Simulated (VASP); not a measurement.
Input of a VASP 6.6.1 run:

The input INCAR:

```
PREC = Accurate ; ENCUT = 600
EDIFF = 1E-6 ; ISMEAR = 0
SIGMA = 0.1 ; LREAL = F
LASPH = T ; NELM = 100
ALGO = Normal ; ISIF = 3
LWAVE = F ; LCHARG = F
GGA = PE ; IBRION = 2
NSW = 100 ; EDIFFG = -0.01
```

Contents of KPOINTS:

```
Automatic mesh
0
Gamma
  12 12 8
```

Contents of POSCAR:

```
Ca2Se
1.0
    4.0199794179      0.0000000000      0.0000000000
   -2.0099897089      3.4814042986      0.0000000000
    0.0000000000      0.0000000000      7.1836660437
Ca Se
2 1
Direct
    0.3333333333      0.6666666667      0.7436696495
    0.3333333333      0.6666666667      0.2563303505
    0.0000000000      0.0000000000      0.0000000000
```

Potentials or basis: VASP PAW PBE potentials, release 64 (Ca_sv, Se).

Launch:

```sh
$ cat potpaw_PBE.64/Ca_sv/POTCAR potpaw_PBE.64/Se/POTCAR > POTCAR
$ mpirun -np 1 vasp_std > vasp.out
```

Problem. What does it give for the space group after relaxing (to 0.05 Å)?

Solution. P-6m2 (No. 187).

Problem. Predict the band gap on the k mesh.

Solution. Zero (band 13 reaches 3.26 eV, above the bottom of band 14 at 2.70 eV).

Problem. Estimate the relaxed volume.

Solution. 33.62 Å³/atom.

Problem. What does it give for the relaxed cell?

Solution. a = 4.023 Å, b = 4.023 Å, c = 7.195 Å, α = 90.00°, β = 90.00°, γ = 120.00°.

Step by step:
| step | energy change (eV) | largest force (eV/Å) | pressure (GPa) | volume (Å³) |
| --- | --- | --- | --- | --- |
| 1 | 0.0000 | 0.0143 | 0.11 | 100.54 |
| 2 | -0.0001 | 0.0061 | 0.00 | 100.86 |
